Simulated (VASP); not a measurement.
Wanted: the native input for a VASP 6.6.1 run.

```yaml
Task: single point
Functional: HF
Potentials_or_basis: VASP PAW PBE potentials, release 64 (Ge_d)
Cutoff: 520 eV
k_mesh: 5 × 5 × 5
Occupations: fermi-dirac, width 0.05 eV
Spin: no spin polarisation
Dipole_correction: no
Grid_for_exact_exchange_PRECFOCK: Normal
Further_INCAR_settings: ALGO = Normal; EDIFF = 1e-07; NBANDS = 13
Share_of_exact_exchange: 1
```

Ge:

```xyz
1
Lattice="2.7105 0.0000 0.0000 0.0000 2.7105 0.0000 0.0000 0.0000 2.7105" Properties=species:S:1:pos:R:3 pbc="T T T"
Ge    0.0000    0.0000    0.0000
```

This isn't the form of Ge at room conditions, which is diamond.

These files were run (other wordings do the same):

POSCAR

```
Ge
1.0
    2.7104700000      0.0000000000      0.0000000000
    0.0000000000      2.7104700000      0.0000000000
    0.0000000000      0.0000000000      2.7104700000
Ge
1
Direct
    0.0000000000      0.0000000000      0.0000000000
```

INCAR.step1

```
ALGO     = Normal         # electronic algorithm
EDIFF    = 1E-5           # SCF threshold, eV
ENCUT    = 520            # plane-wave cutoff, eV
GGA      = PE             # functional
ISIF     = 2              # what is computed and relaxed
ISMEAR   = -1             # smearing method
LASPH    = T              # aspherical terms in the spheres
LCHARG   = F              # write CHGCAR
LREAL    = F              # projectors in reciprocal space
LWAVE    = T              # write WAVECAR
NBANDS   = 13             # bands
NELM     = 80             # most SCF steps
PREC     = Accurate       # precision mode
SIGMA    = 0.05           # smearing width, eV
```

INCAR.step2

```
AEXX     = 1.0            # exact-exchange fraction
AGGAC    = 0.0          
ALDAC    = 0.0          
ALGO     = Normal         # electronic algorithm
EDIFF    = 1E-7           # SCF threshold, eV
ENCUT    = 520            # plane-wave cutoff, eV
GGA      = PE             # functional
ISIF     = 2              # what is computed and relaxed
ISMEAR   = -1             # smearing method
ISTART   = 1            
LASPH    = T              # aspherical terms in the spheres
LCHARG   = F              # write CHGCAR
LHFCALC  = T              # exact exchange
LREAL    = F              # projectors in reciprocal space
LWAVE    = F              # write WAVECAR
NBANDS   = 13             # bands
NELM     = 80             # most SCF steps
PREC     = Accurate       # precision mode
PRECFOCK = Normal       
SIGMA    = 0.05           # smearing width, eV
```

KPOINTS

```
k-points
0
Gamma
  5 5 5
```

Potentials or basis: VASP PAW PBE potentials, release 64 (Ge_d).

Launch:

```bash
$ cat potpaw_PBE.64/Ge_d/POTCAR > POTCAR
$ cp INCAR.step1 INCAR
$ mpirun -np 1 vasp_std > vasp.out
$ cp INCAR.step2 INCAR
$ mpirun -np 1 vasp_std > vasp.out
```

Results of the run:

```yaml
Pressure: 4.0 GPa
Band_gap_on_the_k_mesh: zero (bands 7 and 8 overlap by 15.10 eV)
```

Caveat: the k points lie up to 0.46 Å⁻¹ apart, too coarse for converged energies and pressures of a metal; the PAW data sets were made with another functional, which shifts forces and pressure a little.

Wall time 4.8 min on 1 thread of Intel Xeon 8259CL (shared host), peak memory 0.13 GiB.
